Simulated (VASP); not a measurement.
# Bi2Te3 in VASP: a series of runs, part 2 of 2

VASP 6.6.1. The steps go on from the part before.

## 3. Single point, PBE

The input, INCAR:

```
  ALGO = Normal
  DIPOL = 0.5 0.5 0.500
  EDIFF = 1E-6
  ENCUT = 520
  GGA = PE
  IDIPOL = 3
  ISIF = 2
  ISMEAR = 0
  LASPH = True
  LCHARG = True
  LDIPOL = True
  LELF = True
  LREAL = False
  LVACPOTAV = True
  LVHAR = True
  LWAVE = False
  NBANDS = 59
  NELM = 100
  PREC = Accurate
  SIGMA = 0.1
```

The input, KPOINTS:

```
k-points
0
Gamma
  9 9 1
```

The input, POSCAR:

```
Bi2Te3
1.0
    4.4688131177      0.0000000000      0.0000000000
   -2.2344065589      3.8701056847      0.0000000000
    0.0000000000      0.0000000000     32.4659178032
Bi Te
4 6
Direct
    0.6666666667      0.3333333333      0.2310114886
    0.0000000000      0.0000000000      0.4653881449
    0.3333333333      0.6666666667      0.5346118551
    0.6666666667      0.3333333333      0.7689885114
    0.0000000000      0.0000000000      0.2861947480
    0.3333333333      0.6666666667      0.3482002753
    0.6666666667      0.3333333333      0.4102045613
    0.6666666667      0.3333333333      0.5897951145
    0.0000000000      0.0000000000      0.6518006418
    0.3333333333      0.6666666667      0.7138049278
```

Potentials or basis: VASP PAW PBE potentials, release 64 (Bi_d, Te).

Run with:

```sh
$ cat potpaw_PBE.64/Bi_d/POTCAR potpaw_PBE.64/Te/POTCAR > POTCAR
$ mpirun -np 1 vasp_std > vasp.out
```

OUTCAR:

```text
EDIFF = 1E-6
   ENCUT = 520
   GGA = PE
   ISIF = 2
   ISMEAR = 0
   LASPH = True
   LREAL = False
   NELM = 100
   PREC = Accurate

 ion  position               nearest neighbor table
   1  0.667  0.333  0.231-   5 3.14   5 3.14   5 3.14
   2  0.000  0.000  0.465-   7 3.14   7 3.14   7 3.14   3 3.42   3 3.42   3 3.42
   3  0.333  0.667  0.535-   8 3.14   8 3.14   8 3.14   2 3.42   2 3.42   2 3.42
   4  0.667  0.333  0.769-  10 3.14  10 3.14  10 3.14
   5  0.000  0.000  0.286-   1 3.14   1 3.14   1 3.14   6 3.27   6 3.27   6 3.27
   6  0.333  0.667  0.348-   7 3.27   7 3.27   7 3.27   5 3.27   5 3.27   5 3.27
   7  0.667  0.333  0.410-   2 3.14   2 3.14   2 3.14   6 3.27   6 3.27   6 3.27
   8  0.667  0.333  0.590-   3 3.14   3 3.14   3 3.14   9 3.27   9 3.27   9 3.27
   9  0.000  0.000  0.652-  10 3.27  10 3.27  10 3.27   8 3.27   8 3.27   8 3.27
  10  0.333  0.667  0.714-   4 3.14   4 3.14   4 3.14   9 3.27   9 3.27   9 3.27

  LATTYP: Found a hexagonal cell.
 ALAT       =     4.4688131177
 C/A-ratio  =     7.2649978749

  Lattice vectors:

 A1 = (   4.4688131177,   0.0000000000,   0.0000000000)
 A2 = (  -2.2344065589,   3.8701056847,   0.0000000000)
 A3 = (   0.0000000000,   0.0000000000,  32.4659178032)

Analysis of symmetry for initial positions (statically):
=====================================================================
 Subroutine PRICEL returns:
 Original cell was already a primitive cell.

 Routine SETGRP: Setting up the symmetry group for a
 hexagonal supercell.

 Subroutine GETGRP returns: Found 12 space group operations
 (whereof  6 operations were pure point group operations)
 out of a pool of 24 trial point group operations.

The static configuration has the point symmetry C_3v.
 The point group associated with its full space group is D_3d.

Analysis of symmetry for dynamics (positions and initial velocities):
=====================================================================
 Subroutine PRICEL returns:
 Original cell was already a primitive cell.

 Routine SETGRP: Setting up the symmetry group for a
 hexagonal supercell.

 Subroutine GETGRP returns: Found 12 space group operations
 (whereof  6 operations were pure point group operations)
 out of a pool of 24 trial point group operations.

The dynamic configuration has the point symmetry C_3v.
 The point group associated with its full space group is D_3d.

 Subroutine INISYM returns: Found 12 space group operations
 (whereof  6 operations are pure point group operations),
 and found     1 'primitive' translations

----------------------------------------------------------------------------------------

                                     Primitive cell

  volume of cell :     561.4909

  direct lattice vectors                    reciprocal lattice vectors
     4.468813118  0.000000000  0.000000000     0.223773063  0.129195438  0.000000000
    -2.234406559  3.870105685  0.000000000     0.000000000  0.258390876  0.000000000
     0.000000000  0.000000000 32.465917803     0.000000000  0.000000000  0.030801532

  length of vectors
     4.468813118  4.468813118 32.465917803     0.258390876  0.258390876  0.030801532

  position of ions in fractional coordinates (direct lattice)
     0.666666667  0.333333333  0.231011489
     0.000000000  0.000000000  0.465388145
     0.333333333  0.666666667  0.534611855
     0.666666667  0.333333333  0.768988511
     0.000000000  0.000000000  0.286194748
     0.333333333  0.666666667  0.348200275
[... 64 lines left out ...]
   NGX,Y,Z   is equivalent  to a cutoff of  13.39, 13.39, 12.80 a.u.
   NGXF,Y,Z  is equivalent  to a cutoff of  26.78, 26.78, 25.60 a.u.
 SYSTEM =  unknown system
   PREC   = accura    normal or accurate (medium, high low for compatibility)
   ISTART =      0    job   : 0-new  1-cont  2-samecut
   ICHARG =      2    charge: 1-file 2-atom 10-const
   ISPIN  =      1    spin polarized calculation?
   LNONCOLLINEAR =      F non collinear calculations
   LSORBIT =      F    spin-orbit coupling
   LASPH  =      T    aspherical Exc in radial PAW
   ENCUT  =  520.0 eV  38.22 Ry    6.18 a.u.   8.31  8.31 60.37*2*pi/ulx,y,z
   NELM   =    100;   NELMIN=  2; NELMDL= -5     # of ELM steps
   EDIFF  = 0.1E-05   stopping-criterion for ELM
   LREAL  =      F    real-space projection
   EDIFFG = 0.1E-04   stopping-criterion for IOM
   NSW    =      0    number of steps for IOM
   IBRION =     -1    ionic relax: 0-MD 1-quasi-New 2-CG
   NFREE  =      0    steps in history (QN), initial steepest desc. (CG)
   ISIF   =      2    stress and relaxation
   ISYM   =      2    0-nonsym 1-usesym 2-fastsym
   POTIM  = 0.5000    time-step for ionic-motion
   TEBEG  =    0.0;   TEEND  =   0.0 temperature during run
   PSTRESS=    0.0 pullay stress
   NELECT =      96.0000    total number of electrons
   NUPDOWN=      -1.0000    fix difference up-down
   EMIN   =  10.00;   EMAX   =-10.00  energy-range for DOS
   EFERMI =   0.00;   METHOD = LEGACY
   ISMEAR =     0;   SIGMA  =   0.10  broadening in eV -4-tet -1-fermi 0-gaus
   EFERMI_NEDOS =   21; number of points for ismear=-14 and -15
   IALGO  =     38    algorithm
   IMIX   =      4    mixing-type and parameters
     AMIX     =   0.40;   BMIX     =  1.00
     AMIX_MAG =   1.60;   BMIX_MAG =  1.00
  volume/ion in A,a.u.               =      56.15       378.91
  Fermi-wavevector in a.u.,A,eV,Ry     =   0.908624  1.717051 11.232944  0.825598
  Thomas-Fermi vector in A             =   2.032573
   LORBIT       =      0    0 simple, 1 ext, 2 COOP (PROOUT), +10 PAW based schemes
   GGA     = PE    functional components
   LHFCALC =     F    Hartree Fock is set to
   AEXX    =    0.0000 exact exchange contribution
   IVDW    =     0    specifies the selected vdW correction
   LEPSILON=     F    determine dielectric tensor
   LRPA    =     F    only Hartree local field effects (RPA)
 non-spin polarized calculation
 Gauss-broadening in eV      SIGMA  =   0.10
  energy-cutoff  :      520.00
  volume of cell :      561.49
 maximum number of plane-waves:     15169
 NGX is ok and might be reduce to    36
   NGX = 17   NGY = 17   NGZ =121

 number of electron      96.0000019 magnetization

 dipolmoment           0.000000      0.000000     -0.000065 electrons x Angstroem

 Free energy of the ion-electron system (eV)
  ---------------------------------------------------
  ext. energy  EPLUGINS =         0.00000000
  ---------------------------------------------------
  free energy    TOTEN  =       -33.62832147 eV

  energy without entropy =      -33.61176987  energy(sigma->0) =      -33.62004567

 E-fermi :   2.1218     XC(G=0):  -6.1732

 val. band max:        2.1157811551   @ k =   0.1111  -0.0000   0.0000
 cond. band min:       2.3640597321   @ k =   0.1111   0.1111   0.0000
 fundamental gap:      0.2482785770
 Fermi energy:         2.1218329529

 k-point     1 :       0.0000    0.0000    0.0000
  band No.  band energies     occupation
      1     -20.7032      2.00000
      2     -20.7032      2.00000
      3     -20.7025      2.00000
      4     -20.7025      2.00000
      5     -20.6945      2.00000
      6     -20.6945      2.00000
[... 733 lines left out ...]
     58       5.9616      0.00000
     59       5.9773      0.00000

------------------------ aborting loop because EDIFF is reached ----------------------------------------

  FORCE on cell =-STRESS in cart. coord.  units (eV):
  Direction    XX          YY          ZZ          XY          YZ          ZX
  --------------------------------------------------------------------------------------
  -------------------------------------------------------------------------------------
  Total       -2.8895035     -2.8895035     -1.5255933      0.0000000      0.0000000      0.0000000
  in kB       -8.2450084     -8.2450084     -4.3531802      0.0000000      0.0000000      0.0000000
  external PRESSURE =      -6.9477323 kB  Pullay stress =       0.0000000 kB

 VOLUME and BASIS-vectors are now :
 -----------------------------------------------------------------------------
  energy-cutoff  :      520.00
  volume of cell :      561.49
      direct lattice vectors                 reciprocal lattice vectors
     4.468813118  0.000000000  0.000000000     0.223773063  0.129195438  0.000000000
    -2.234406559  3.870105685  0.000000000     0.000000000  0.258390876  0.000000000
     0.000000000  0.000000000 32.465917803     0.000000000  0.000000000  0.030801532

 POSITION                                       TOTAL-FORCE (eV/Angst)
 -----------------------------------------------------------------------------------
      2.23441      1.29004      7.50000        -0.000000      0.000000      0.336471
      0.00000      0.00000     15.10925        -0.000000      0.000000     -0.162545
     -0.00000      2.58007     17.35666         0.000000     -0.000000      0.162545
      2.23441      1.29004     24.96592         0.000000     -0.000000     -0.336471
      0.00000      0.00000      9.29158        -0.000000     -0.000000     -0.323683
     -0.00000      2.58007     11.30464        -0.000000      0.000000     -0.041112
      2.23441      1.29004     13.31767        -0.000000     -0.000000      0.146533
      2.23441      1.29004     19.14824        -0.000000      0.000000     -0.146533
      0.00000      0.00000     21.16131         0.000000     -0.000000      0.041112
     -0.00000      2.58007     23.17433         0.000000     -0.000000      0.323683
 -----------------------------------------------------------------------------------
    total drift:                               -0.000000      0.000000     -0.003398

  FREE ENERGIE OF THE ION-ELECTRON SYSTEM (eV)
  ---------------------------------------------------
  free  energy   TOTEN  =       -33.6283214656 eV

  energy  without entropy=      -33.6117698650  energy(sigma->0) =      -33.62004567

 vacuum level on the upper side and lower side of the slab         6.206         6.206
```

Run time: 12 min. Hardware: 1 thread of Intel Xeon 6975P-C (Granite Rapids), shared host; peak memory 0.85 GiB.

What came out:

```yaml
Free_energy: -33.6283 eV
Largest_force: 0.336 eV/Å
Band_gap_on_the_k_mesh: zero (bands 48 and 49 overlap by 0.13 eV)
```

Forces on the atoms (eV/Å):
```
Bi   0.000  0.000  0.336
Bi   0.000  0.000 -0.163
Bi   0.000  0.000  0.163
Bi   0.000  0.000 -0.336
Te   0.000  0.000 -0.324
Te   0.000  0.000 -0.041
Te   0.000  0.000  0.147
Te   0.000  0.000 -0.147
Te   0.000  0.000  0.041
Te   0.000  0.000  0.324
```

Caveat: spin-orbit coupling is left out, which moves the levels of the heavy elements.
